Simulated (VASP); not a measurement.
ZnS:

```xyz
2
Lattice="0.0000 2.6941 2.6941 2.6941 0.0000 2.6941 2.6941 2.6941 0.0000" Properties=species:S:1:pos:R:3 pbc="T T T"
Zn    1.3470    1.3470    1.3470
S     0.0000    0.0000    0.0000
```

Base run:

| Property | Result |
| --- | --- |
| Program | VASP 6.6.1 |
| Functional | PBE |
| Potentials or basis | VASP PAW PBE potentials, release 64 (Zn, S) |
| Cutoff | 520 eV |
| k mesh | 6 × 6 × 6 |
| Occupations | gaussian, width 0.01 eV |
| Spin | no spin polarisation |

Its results: band gap on the k mesh 2.15 eV, direct; pressure 2.5 GPa.

**Question.** The run is repeated on the same cell with these changes: functional from PBE to HSE06; k mesh from 6 × 6 × 6 to 4 × 4 × 4. What comes out?

**Answer.** Band gap on the k mesh 3.38 eV, direct; pressure 1.9 GPa.

Several settings changed at once, so the effect can't be laid on one alone.

Caveats: some runs use coarse meshes; the PAW data sets were made with another functional, which shifts forces and pressure a little (some runs).

